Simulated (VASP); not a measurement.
# RbBr: single point with PBEsol

RbBr:

```
CELL_PARAMETERS angstrom
0.00000 3.59099 3.59099
3.59099 0.00000 3.59099
3.59099 3.59099 0.00000
ATOMIC_POSITIONS crystal
Rb 0.00000 0.00000 0.00000
Br 0.50000 0.50000 0.50000
```

This cell differs from its parent crystal: strained.

```yaml
Program: VASP 6.6.1
Task: single point
Functional: PBEsol
Potentials_or_basis: VASP PAW PBE potentials, release 64 (Rb_sv, Br)
Cutoff: 520 eV
k_mesh: 6 × 6 × 6
Occupations: gaussian, width 0.02 eV
Spin: no spin polarisation
Dipole_correction: no
Further_INCAR_settings: ALGO = Normal; EDIFF = 1e-07; NBANDS = 15
```

The pressure is -1.4 GPa and the band gap on the k mesh is 3.92 eV.

Levels at points of the mesh, in eV from the valence-band top:
| k point | band 4 | band 5 | band 6 | band 7 | band 8 | band 9 | band 10 | band 11 | band 12 | band 13 |
| --- | --- | --- | --- | --- | --- | --- | --- | --- | --- | --- |
| (0.00, 0.00, 0.00) | -8.75 | -8.75 | 0.00 | 0.00 | 0.00 | 3.92 | 7.15 | 7.15 | 7.15 | 7.94 |
| (0.50, 0.00, 0.00) | -8.76 | -8.73 | -0.79 | -0.25 | -0.25 | 6.34 | 7.13 | 9.02 | 9.02 | 9.62 |
| (0.50, 0.50, 0.00) | -8.79 | -8.79 | -0.44 | -0.15 | -0.15 | 5.63 | 6.53 | 8.39 | 8.82 | 8.87 |

Wall time 45 s on 1 thread of AMD EPYC 7R13, on a shared host, peak memory 0.21 GiB.

Caveat: the cell differs from its parent crystal (strained); the PAW data sets were made with another functional, which shifts forces and pressure a little.
